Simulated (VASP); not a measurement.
Here is a VASP 6.6.1 calculation.

File INCAR:

```
PREC = Accurate ; ENCUT = 600
EDIFF = 1E-6 ; ISMEAR = 0
SIGMA = 0.1 ; LREAL = False
LASPH = True ; NELM = 60
ALGO = Normal ; ISIF = 3
LWAVE = False ; LCHARG = False
GGA = PE ; IBRION = 2
NSW = 90 ; EDIFFG = -0.04
```

Contents of KPOINTS:

```
Automatic mesh
0
Gamma
  4 4 4
```

The input POSCAR:

```
Sr3Y
1.0
    4.9549724162      0.0000000000      0.0000000000
    0.0000000000      4.9549724162      0.0000000000
    0.0000000000      0.0000000000      4.9549724162
Sr Y
3 1
Direct
    0.0000000000      0.5000000000      0.5000000000
    0.5000000000      0.0000000000      0.5000000000
    0.5000000000      0.5000000000      0.0000000000
    0.0000000000      0.0000000000      0.0000000000
```

Potentials or basis: VASP PAW PBE potentials, release 64 (Sr_sv, Y_sv).

The run is started by

```sh
$ cat potpaw_PBE.64/Sr_sv/POTCAR potpaw_PBE.64/Y_sv/POTCAR > POTCAR
$ mpirun -np 1 vasp_std > vasp.out
```

Question: What does it give for the relaxed cell?

Answer: a = 5.756 Å, b = 5.756 Å, c = 5.756 Å, α = 90.00°, β = 90.00°, γ = 90.00°.

Question: What does it give for the space group after relaxing (to 0.05 Å)?

Answer: Pm-3m (No. 221).

Question: What does it give for the relaxed volume?

Answer: 47.68 Å³/atom.

Step by step:
```csv
step,energy change (eV),largest force (eV/Å),pressure (GPa),volume (Å³)
1,0.0000,0.0000,13.23,121.65
2,-2.0382,0.0000,1.91,171.44
3,-2.1134,0.0000,-0.78,200.49
4,-2.1401,0.0000,-0.07,190.74
```

Caveat: the volume moved by over 15 % at a fixed basis, so the end points are rough.
